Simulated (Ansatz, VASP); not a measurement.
## TiSi2 in VASP and in Ansatz

```
CELL_PARAMETERS angstrom
-0.08379 4.07538 4.22032
2.34389 -0.06648 4.23764
2.34532 4.09413 -0.06505
ATOMIC_POSITIONS crystal
Ti 0.75000 0.75000 0.75000
Ti 0.50000 0.50000 0.50000
Si 0.08300 0.41700 0.08300
Si 0.41700 0.08300 0.41700
Si 0.16700 0.83300 0.16700
Si 0.83300 0.16700 0.83300
```

Change from the starting cell: equal xy, yz and zx shear strains of -2 %.

Alike in both runs: task single point; functional PBEsol; k mesh 8 × 8 × 8; occupations fermi-dirac, width 0.08 eV; no spin polarisation.

```csv
,VASP,Ansatz
version,VASP 6.6.1,Ansatz 0.2.0
potentials or method,"VASP PAW PBE potentials, release 64 (Ti_sv, Si), cutoff 520 eV","all-electron LAPW, scalar-relativistic"
```

Ansatz gave:

* pressure (GPa): -1.5
* traceless stress, the component that is largest in VASP (GPa): 3.17
* rms of the force components (eV/Å): 0.125

What did VASP give for the same quantities?

Pressure (GPa): -1.4; traceless stress, the component that is largest in VASP (GPa): 3.18; rms of the force components (eV/Å): 0.125.

VASP's potentials were made for PBE, not for PBEsol. Atom by atom the forces differ by 0.001 eV/Å (rms over components). Ansatz ran all-electron here, and VASP with PAW potentials.
